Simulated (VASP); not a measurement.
# CuO (C2/c) in VASP: notebook

CuO is run at these levels: PBE+U; tasks: single point.

Everything below comes from runs of VASP 6.6.1. Logs are shortened: lines on timing, memory, paths and dates and some standing lists are left out, and cuts for length are marked.

### 1 The cell of the first run

It takes space group C2/c (No. 15, monoclinic). The conventional cell has a = 4.684 Å, b = 3.423 Å, c = 5.129 Å, α = 90.00°, β = 99.54°, γ = 90.00°. Within 2.6 Å of Cu (site symmetry -1) lie 4 O at 1.95 to 1.96 Å. Within 2.6 Å of O (site symmetry 2) lie 4 Cu at 1.95 to 1.96 Å.

### 2 Single point, PBE+U, collinear spin, zero start

Contents of INCAR:

```
PREC = Accurate ; ENCUT = 520
EDIFF = 1E-6 ; ISMEAR = 0
SIGMA = 0.05 ; LREAL = F
LASPH = T ; NELM = 150
ALGO = Normal ; ISIF = 2
LWAVE = F ; LCHARG = T
ISPIN = 2 ; MAGMOM = 0 0 0 0
LORBIT = 11 ; LMAXMIX = 4
LDAU = T ; LDAUTYPE = 2
LDAUL = 2 -1 ; LDAUU = 7 0
LDAUJ = 0 0 ; LDAUPRINT = 1
GGA = PE ; LELF = T
LVHAR = T ; NBANDS = 29
```

Contents of KPOINTS:

```
regular mesh
0
Gamma
  7 7 4
```

Contents of POSCAR:

```
CuO
1.0
    2.3418496200     -1.7112997200      0.0000000000
    2.3418496200      1.7112997200      0.0000000000
   -0.8500298600      0.0000000000      5.0578691900
Cu O
2 2
Direct
    0.0000000000      0.5000000000      0.0000000000
    0.5000000000      0.0000000000      0.5000000000
    0.5816000000      0.4184000000      0.2500000000
    0.4184000000      0.5816000000      0.7500000000
```

Potentials or basis: VASP PAW PBE potentials, release 64 (Cu, O).

Run with:

```bash
$ cat potpaw_PBE.64/Cu/POTCAR potpaw_PBE.64/O/POTCAR > POTCAR
$ mpirun -np 1 vasp_std > vasp.out
```

OUTCAR:

```text
PREC = Accurate
   ENCUT = 520
   EDIFF = 1E-6
   ISMEAR = 0
   LREAL = F
   LASPH = T
   NELM = 150
   ISIF = 2
   ISPIN = 2
   LORBIT = 11
   GGA = PE

 ion  position               nearest neighbor table
   1  0.000  0.500  0.000-   3 1.95   4 1.95   4 1.96   3 1.96
   2  0.500  0.000  0.500-   4 1.95   3 1.95   4 1.96   3 1.96
   3  0.582  0.418  0.250-   2 1.95   1 1.95   2 1.96   1 1.96
   4  0.418  0.582  0.750-   1 1.95   2 1.95   2 1.96   1 1.96

  LATTYP: Found a base centered monoclinic cell.
 ALAT       =     4.6836992400
 B/A-ratio  =     0.7307470580
 C/A-ratio  =     1.0950319264
 COS(beta)  =    -0.1657365907

  Lattice vectors:

 A1 = (   2.3418496200,  -1.7112997200,   0.0000000000)
 A2 = (   2.3418496200,   1.7112997200,   0.0000000000)
 A3 = (  -0.8500298600,   0.0000000000,   5.0578691900)

Analysis of symmetry for initial positions (statically):
=====================================================================
 Subroutine PRICEL returns:
 Original cell was already a primitive cell.

 Routine SETGRP: Setting up the symmetry group for a
 base centered monoclinic supercell.

 Subroutine GETGRP returns: Found  4 space group operations
 (whereof  2 operations were pure point group operations)
 out of a pool of  4 trial point group operations.

The static configuration has the point symmetry S_2 .
 The point group associated with its full space group is C_2h.

Analysis of symmetry for dynamics (positions and initial velocities):
=====================================================================
 Subroutine PRICEL returns:
 Original cell was already a primitive cell.

 Routine SETGRP: Setting up the symmetry group for a
 base centered monoclinic supercell.

 Subroutine GETGRP returns: Found  4 space group operations
 (whereof  2 operations were pure point group operations)
 out of a pool of  4 trial point group operations.

The dynamic configuration has the point symmetry S_2 .
 The point group associated with its full space group is C_2h.

Analysis of structural, dynamic, and magnetic symmetry:
=====================================================================
 Subroutine PRICEL returns:
 Original cell was already a primitive cell.

 Routine SETGRP: Setting up the symmetry group for a
 base centered monoclinic supercell.

 Subroutine GETGRP returns: Found  4 space group operations
 (whereof  2 operations were pure point group operations)
 out of a pool of  4 trial point group operations.

The overall configuration has the point symmetry S_2 .
 The point group associated with its full space group is C_2h.

 Subroutine INISYM returns: Found  4 space group operations
 (whereof  2 operations are pure point group operations),
 and found     1 'primitive' translations

----------------------------------------------------------------------------------------

                                     Primitive cell

  volume of cell :      40.5399

  direct lattice vectors                    reciprocal lattice vectors
     2.341849620 -1.711299720  0.000000000     0.213506451 -0.292175587  0.035882078
[... 142 lines left out ...]
 -0.0105  0.9139 -0.0001  0.0762 -0.0246
  0.0085 -0.0001  0.9744 -0.0012 -0.0007
  0.0085  0.0762 -0.0012  0.8704  0.0312
 -0.0035 -0.0246 -0.0007  0.0312  0.9609

spin component  2

  0.9617 -0.0105  0.0085  0.0085 -0.0035
 -0.0105  0.9139 -0.0001  0.0762 -0.0246
  0.0085 -0.0001  0.9744 -0.0012 -0.0008
  0.0085  0.0762 -0.0012  0.8704  0.0312
 -0.0035 -0.0246 -0.0008  0.0312  0.9609

 occupancies and eigenvectors

  o =  0.8017  v =  0.0847  0.5841 -0.0083 -0.7697  0.2430  0.0000  0.0000  0.0000  0.0000  0.0000      0.0000  0.0000  0.0000  0.0000  0.0000  0.0000  0.0000  0.0000  0.0000  0.0000
  o =  0.8018  v =  0.0000  0.0000  0.0000  0.0000  0.0000  0.0847  0.5841 -0.0082 -0.7697  0.2430      0.0000  0.0000  0.0000  0.0000  0.0000  0.0000  0.0000  0.0000  0.0000  0.0000
  o =  0.9580  v =  0.0000  0.0000  0.0000  0.0000  0.0000  0.8760  0.1030 -0.4382  0.1710 -0.0264      0.0000  0.0000  0.0000  0.0000  0.0000  0.0000  0.0000  0.0000  0.0000  0.0000
  o =  0.9580  v =  0.8760  0.1027 -0.4385  0.1708 -0.0263  0.0000  0.0000  0.0000  0.0000  0.0000      0.0000  0.0000  0.0000  0.0000  0.0000  0.0000  0.0000  0.0000  0.0000  0.0000
  o =  0.9700  v =  0.0000  0.0000  0.0000  0.0000  0.0000 -0.0090 -0.3576 -0.2541 -0.5044 -0.7437      0.0000  0.0000  0.0000  0.0000  0.0000  0.0000  0.0000  0.0000  0.0000  0.0000
  o =  0.9700  v = -0.0094 -0.3553 -0.2534 -0.5034 -0.7457  0.0000  0.0000  0.0000  0.0000  0.0000      0.0000  0.0000  0.0000  0.0000  0.0000  0.0000  0.0000  0.0000  0.0000  0.0000
  o =  0.9722  v =  0.0000  0.0000  0.0000  0.0000  0.0000 -0.0569  0.6868  0.2090  0.3180 -0.6167      0.0000  0.0000  0.0000  0.0000  0.0000  0.0000  0.0000  0.0000  0.0000  0.0000
  o =  0.9722  v = -0.0563  0.6879  0.2100  0.3197 -0.6143  0.0000  0.0000  0.0000  0.0000  0.0000      0.0000  0.0000  0.0000  0.0000  0.0000  0.0000  0.0000  0.0000  0.0000  0.0000
  o =  0.9795  v = -0.4714  0.2208 -0.8363  0.1508  0.0831  0.0000  0.0000  0.0000  0.0000  0.0000      0.0000  0.0000  0.0000  0.0000  0.0000  0.0000  0.0000  0.0000  0.0000  0.0000
  o =  0.9795  v =  0.0000  0.0000  0.0000  0.0000  0.0000 -0.4713  0.2205 -0.8365  0.1507  0.0832      0.0000  0.0000  0.0000  0.0000  0.0000  0.0000  0.0000  0.0000  0.0000  0.0000

atom =   2  type =  1  l = 2

 onsite density matrix

spin component  1

  0.9617 -0.0105 -0.0085 -0.0085  0.0035
 -0.0105  0.9139  0.0001 -0.0762  0.0246
 -0.0085  0.0001  0.9744 -0.0012 -0.0007
 -0.0085 -0.0762 -0.0012  0.8704  0.0312
  0.0035  0.0246 -0.0007  0.0312  0.9609

spin component  2

  0.9617 -0.0105 -0.0085 -0.0085  0.0035
 -0.0105  0.9139  0.0001 -0.0762  0.0246
 -0.0085  0.0001  0.9744 -0.0012 -0.0008
 -0.0085 -0.0762 -0.0012  0.8704  0.0312
  0.0035  0.0246 -0.0008  0.0312  0.9609

 occupancies and eigenvectors

  o =  0.8017  v = -0.0847 -0.5841 -0.0083 -0.7697  0.2430  0.0000  0.0000  0.0000  0.0000  0.0000      0.0000  0.0000  0.0000  0.0000  0.0000  0.0000  0.0000  0.0000  0.0000  0.0000
  o =  0.8018  v =  0.0000  0.0000  0.0000  0.0000  0.0000 -0.0847 -0.5841 -0.0082 -0.7697  0.2430      0.0000  0.0000  0.0000  0.0000  0.0000  0.0000  0.0000  0.0000  0.0000  0.0000
  o =  0.9580  v =  0.0000  0.0000  0.0000  0.0000  0.0000  0.8760  0.1030  0.4382 -0.1710  0.0264      0.0000  0.0000  0.0000  0.0000  0.0000  0.0000  0.0000  0.0000  0.0000  0.0000
  o =  0.9580  v =  0.8760  0.1027  0.4385 -0.1708  0.0263  0.0000  0.0000  0.0000  0.0000  0.0000      0.0000  0.0000  0.0000  0.0000  0.0000  0.0000  0.0000  0.0000  0.0000  0.0000
  o =  0.9700  v =  0.0000  0.0000  0.0000  0.0000  0.0000  0.0090  0.3576 -0.2541 -0.5044 -0.7437      0.0000  0.0000  0.0000  0.0000  0.0000  0.0000  0.0000  0.0000  0.0000  0.0000
  o =  0.9700  v =  0.0094  0.3553 -0.2534 -0.5034 -0.7457  0.0000  0.0000  0.0000  0.0000  0.0000      0.0000  0.0000  0.0000  0.0000  0.0000  0.0000  0.0000  0.0000  0.0000  0.0000
  o =  0.9722  v =  0.0000  0.0000  0.0000  0.0000  0.0000  0.0569 -0.6868  0.2090  0.3180 -0.6167      0.0000  0.0000  0.0000  0.0000  0.0000  0.0000  0.0000  0.0000  0.0000  0.0000
  o =  0.9722  v =  0.0563 -0.6879  0.2100  0.3197 -0.6143  0.0000  0.0000  0.0000  0.0000  0.0000      0.0000  0.0000  0.0000  0.0000  0.0000  0.0000  0.0000  0.0000  0.0000  0.0000
  o =  0.9795  v = -0.4714  0.2208  0.8363 -0.1508 -0.0831  0.0000  0.0000  0.0000  0.0000  0.0000      0.0000  0.0000  0.0000  0.0000  0.0000  0.0000  0.0000  0.0000  0.0000  0.0000
  o =  0.9795  v =  0.0000  0.0000  0.0000  0.0000  0.0000 -0.4713  0.2205  0.8365 -0.1507 -0.0832      0.0000  0.0000  0.0000  0.0000  0.0000  0.0000  0.0000  0.0000  0.0000  0.0000

 number of electron      34.0000001 magnetization      -0.0001006

 Free energy of the ion-electron system (eV)
  ---------------------------------------------------
  ext. energy  EPLUGINS =         0.00000000
  ---------------------------------------------------
  free energy    TOTEN  =       -15.08793713 eV

  energy without entropy =      -15.08505519  energy(sigma->0) =      -15.08649616

 E-fermi :   4.9842     XC(G=0): -11.8164

 val. band max:        4.9529476868   @ k =  -0.4286   0.1429   0.2500
 cond. band min:       4.9949518236   @ k =  -0.1429   0.0000   0.2500
 fundamental gap:      0.0420041368
 Fermi energy:         4.9841780963

 spin component 1

 k-point     1 :       0.0000    0.0000    0.0000
  band No.  band energies     occupation
      1     -14.4488      1.00000
      2     -13.1145      1.00000
      3      -3.0252      1.00000
      4      -0.7439      1.00000
      5      -0.5103      1.00000
      6       0.3575      1.00000
[... 1529 lines left out ...]
     28      23.7136      0.00000
     29      25.5152      0.00000

 [... further k-points ...]
[... 5 lines left out ...]
  --------------------------------------------------------------------------------------
  -------------------------------------------------------------------------------------
  Total        0.3143773      0.5241023     -0.0893228      0.0000000      0.0000000     -0.0727351
  in kB       12.4245033     20.7130459     -3.5301272      0.0000000      0.0000000     -2.8745642
  external PRESSURE =       9.8691407 kB  Pullay stress =       0.0000000 kB

 VOLUME and BASIS-vectors are now :
 -----------------------------------------------------------------------------
  energy-cutoff  :      520.00
  volume of cell :       40.54
      direct lattice vectors                 reciprocal lattice vectors
     2.341849620 -1.711299720  0.000000000     0.213506451 -0.292175587  0.035882078
     2.341849620  1.711299720  0.000000000     0.213506451  0.292175587  0.035882078
    -0.850029860  0.000000000  5.057869190     0.000000000  0.000000000  0.197711717

 POSITION                                       TOTAL-FORCE (eV/Angst)
 -----------------------------------------------------------------------------------
      1.17092      0.85565      0.00000        -0.000000      0.000000      0.000000
      0.74591     -0.85565      2.52893        -0.000000     -0.000000      0.000000
      2.12934     -0.27928      1.26447         0.000000      0.220955      0.000000
      1.70433      0.27928      3.79340        -0.000000     -0.220955      0.000000
 -----------------------------------------------------------------------------------
    total drift:                                0.000000     -0.000000     -0.000000

  FREE ENERGIE OF THE ION-ELECTRON SYSTEM (eV)
  ---------------------------------------------------
  free  energy   TOTEN  =       -15.0879371256 eV

  energy  without entropy=      -15.0850551947  energy(sigma->0) =      -15.08649616

 total charge

# of ion       s       p       d       tot
------------------------------------------
    1        0.353   0.368   9.339  10.060
    2        0.353   0.368   9.339  10.060
    3        1.577   3.361   0.000   4.938
    4        1.577   3.361   0.000   4.938
--------------------------------------------------
tot          3.860   7.459  18.678  29.997

 magnetization (x)

# of ion       s       p       d       tot
------------------------------------------
    1        0.000  -0.000  -0.000  -0.000
    2        0.000  -0.000  -0.000  -0.000
    3       -0.000  -0.000   0.000  -0.000
    4       -0.000  -0.000   0.000  -0.000
--------------------------------------------------
tot         -0.000  -0.000  -0.000  -0.000
```

Run time: 90 s. Hardware: 1 thread of Intel Xeon 6975P-C, shared host; peak memory 0.24 GiB.

Results:

| Quantity | Value |
| --- | --- |
| Free energy | -15.0879 eV |
| Pressure | 1.0 GPa |
| Largest force | 0.221 eV/Å |
| Band gap on the k mesh | zero (filled and empty bands overlap) |
| Net moment | 0.00 μB per cell |
| Valence electrons inside the program's atomic spheres | Cu 10.06; O 4.94 |

Forces on the atoms (eV/Å):
```
Cu   0.000  0.000  0.000
Cu   0.000  0.000  0.000
O    0.000  0.221  0.000
O    0.000 -0.221  0.000
```

Stress tensor (GPa, compression positive):
```
 1.24  0.00 -0.29
 0.00  2.07  0.00
-0.29  0.00 -0.35
```

Levels at points of the mesh, in eV from the Fermi level:
Spin up:
| k point | band 13 | band 14 | band 15 | band 16 | band 17 | band 18 | band 19 | band 20 | band 21 | band 22 |
| --- | --- | --- | --- | --- | --- | --- | --- | --- | --- | --- |
| (0.00, 0.00, 0.00) | -2.77 | -2.59 | -2.56 | -2.15 | 0.25 | 0.99 | 2.13 | 6.83 | 8.62 | 14.24 |
| (0.00, 0.00, 0.50) | -3.07 | -3.07 | -1.82 | -1.82 | 0.35 | 0.35 | 4.40 | 4.40 | 12.27 | 12.27 |
Spin down:
```
           k point  band 13  band 14  band 15  band 16  band 17  band 18  band 19  band 20  band 21  band 22
(0.00, 0.00, 0.00)    -2.77    -2.59    -2.56    -2.15     0.25     0.99     2.13     6.83     8.62    14.24
(0.00, 0.00, 0.50)    -3.07    -3.07    -1.82    -1.82     0.35     0.35     4.40     4.40    12.27    12.27
```

Eigenvalues of the final occupation matrices:
| site | spin | trace | eigenvalues |
| --- | --- | --- | --- |
| site 1 d | 1 | 4.68 | 0.80 0.96 0.97 0.97 0.98 |
| site 1 d | 2 | 4.68 | 0.80 0.96 0.97 0.97 0.98 |
| site 2 d | 1 | 4.68 | 0.80 0.96 0.97 0.97 0.98 |
| site 2 d | 2 | 4.68 | 0.80 0.96 0.97 0.97 0.98 |

### 3 Single point, PBE+U, collinear spin, antiferromagnetic start

Contents of INCAR:

```
SYSTEM = CuO
PREC = Accurate ; ENCUT = 520
EDIFF = 1E-6 ; ISMEAR = 0
SIGMA = 0.05 ; LREAL = .FALSE.
LASPH = .TRUE. ; NELM = 150
ALGO = Normal ; ISIF = 2
LWAVE = .FALSE. ; LCHARG = .FALSE.
ISPIN = 2 ; MAGMOM = 1 -1 0 0
LORBIT = 11 ; LMAXMIX = 4
LDAU = .TRUE. ; LDAUTYPE = 2
LDAUL = 2 -1 ; LDAUU = 7 0
LDAUJ = 0 0 ; LDAUPRINT = 1
GGA = PE ; NBANDS = 29
```

Contents of KPOINTS:

```
Automatic mesh
0
G
  7 7 4
  0 0 0
```

POSCAR is that of step 2.

Potentials or basis: VASP PAW PBE potentials, release 64 (Cu, O).

Run with:

```bash
$ cat potpaw_PBE.64/Cu/POTCAR potpaw_PBE.64/O/POTCAR > POTCAR
$ mpirun -np 1 vasp_std > vasp.out
```

It took 1.7 min on 1 thread of Intel Xeon 6975P-C, shared host; peak memory 0.24 GiB.

The run converged. Its results:

| Quantity | Value |
| --- | --- |
| Free energy | -15.9568 eV |
| Pressure | 2.2 GPa |
| Largest force | 0.021 eV/Å |
| Band gap on the k mesh | 1.47 eV, indirect (least direct gap 1.68 eV) |
| Net moment | 0.00 μB per cell |
| Site moments | Cu +0.67, -0.67; O +0.00 μB |
| Valence electrons inside the program's atomic spheres | Cu 9.93; O 5.00 |

Forces on the atoms (eV/Å):
```
Cu   0.000  0.000  0.000
Cu   0.000  0.000  0.000
O    0.000 -0.021  0.000
O    0.000  0.021  0.000
```

Stress tensor (GPa, compression positive):
```
1.85 0.00 0.38
0.00 2.12 0.00
0.38 0.00 2.50
```

Levels at points of the mesh, in eV from the valence-band top:
Spin up:
| k point | band 15 | band 16 | band 17 | band 18 | band 19 | band 20 |
| --- | --- | --- | --- | --- | --- | --- |
| (0.00, 0.00, 0.00) | -1.75 | -1.39 | 0.00 | 2.26 | 2.67 | 7.05 |
| (0.00, 0.00, 0.50) | -1.36 | -1.27 | -0.32 | 2.48 | 4.61 | 4.70 |
Spin down:
```tsv
k point	band 14	band 15	band 16	band 17	band 18	band 19	band 20	band 21
(0.00, 0.00, 0.00)	-1.93	-1.75	-1.39	0.00	2.26	2.67	7.05	8.90
(0.00, 0.00, 0.50)	-3.16	-1.36	-1.27	-0.32	2.48	4.61	4.70	12.43
```

Eigenvalues of the final occupation matrices:
```tsv
site	spin	trace	eigenvalues
site 1 d	1	4.94	0.97 0.98 0.98 0.98 1.03
site 1 d	2	4.25	0.35 0.97 0.98 0.98 0.98
site 2 d	1	4.25	0.35 0.97 0.98 0.98 0.98
site 2 d	2	4.94	0.97 0.98 0.98 0.98 1.03
```

A k mesh can miss the band edges. The state reached can hang on the start; a lower one may exist.

### 4 Single point, PBE+U, collinear spin, antiferromagnetic start

Contents of INCAR:

```
SYSTEM = CuO
  PREC = Accurate
  ENCUT = 520
  EDIFF = 1E-6
  ISMEAR = 0
  SIGMA = 0.05
  LREAL = .FALSE.
  LASPH = .TRUE.
  NELM = 150
  ALGO = Normal
  ISIF = 2
  LWAVE = .FALSE.
  LCHARG = .FALSE.
  ISPIN = 2
  MAGMOM = 0.65 -0.65 0 0
  LORBIT = 11
  LMAXMIX = 4
  LDAU = .TRUE.
  LDAUTYPE = 2
  LDAUL = 2 -1
  LDAUU = 7 0
  LDAUJ = 0 0
  LDAUPRINT = 1
  GGA = PE
  NBANDS = 29
```

Contents of KPOINTS:

```
regular mesh
0
G
  7 7 4
  0 0 0
```

POSCAR is that of step 3.

Run with:

```bash
$ cat potpaw_PBE.64/Cu/POTCAR potpaw_PBE.64/O/POTCAR > POTCAR
$ mpirun -np 1 vasp_std > vasp.out
```

Run time: 97 s. Hardware: 1 thread of Intel Xeon 6975P-C, shared host; peak memory 0.24 GiB.

It converged, with:

```
Free energy                                           : -15.9568 eV
Pressure                                              : 2.1 GPa
Largest force                                         : 0.021 eV/Å
Band gap on the k mesh                                : 1.47 eV, indirect (least direct gap 1.68 eV)
Net moment                                            : 0.00 μB per cell
Site moments                                          : Cu +0.67, -0.67; O +0.00 μB
Valence electrons inside the program's atomic spheres : Cu 9.93; O 5.00
```

Forces on the atoms (eV/Å):
```
Cu   0.000  0.000  0.000
Cu   0.000  0.000  0.000
O    0.000 -0.021  0.000
O    0.000  0.021  0.000
```

Stress tensor (GPa, compression positive):
```
1.83 0.00 0.38
0.00 2.09 0.00
0.38 0.00 2.47
```

Levels at points of the mesh, in eV from the valence-band top:
Spin up:
| k point | band 15 | band 16 | band 17 | band 18 | band 19 | band 20 |
| --- | --- | --- | --- | --- | --- | --- |
| (0.00, 0.00, 0.00) | -1.75 | -1.39 | 0.00 | 2.26 | 2.67 | 7.05 |
| (0.00, 0.00, 0.50) | -1.36 | -1.27 | -0.32 | 2.48 | 4.61 | 4.70 |
Spin down:
| k point | band 13 | band 14 | band 15 | band 16 | band 17 | band 18 | band 19 | band 20 | band 21 | band 22 |
| --- | --- | --- | --- | --- | --- | --- | --- | --- | --- | --- |
| (0.00, 0.00, 0.00) | -2.77 | -1.93 | -1.75 | -1.39 | 0.00 | 2.26 | 2.67 | 7.05 | 8.90 | 14.35 |
| (0.00, 0.00, 0.50) | -3.21 | -3.16 | -1.36 | -1.27 | -0.32 | 2.48 | 4.61 | 4.70 | 12.43 | 12.45 |

Eigenvalues of the final occupation matrices:
```csv
site,spin,trace,eigenvalues
site 1 d,1,4.94,0.97 0.98 0.98 0.98 1.03
site 1 d,2,4.25,0.35 0.97 0.98 0.98 0.98
site 2 d,1,4.25,0.35 0.97 0.98 0.98 0.98
site 2 d,2,4.94,0.97 0.98 0.98 0.98 1.03
```
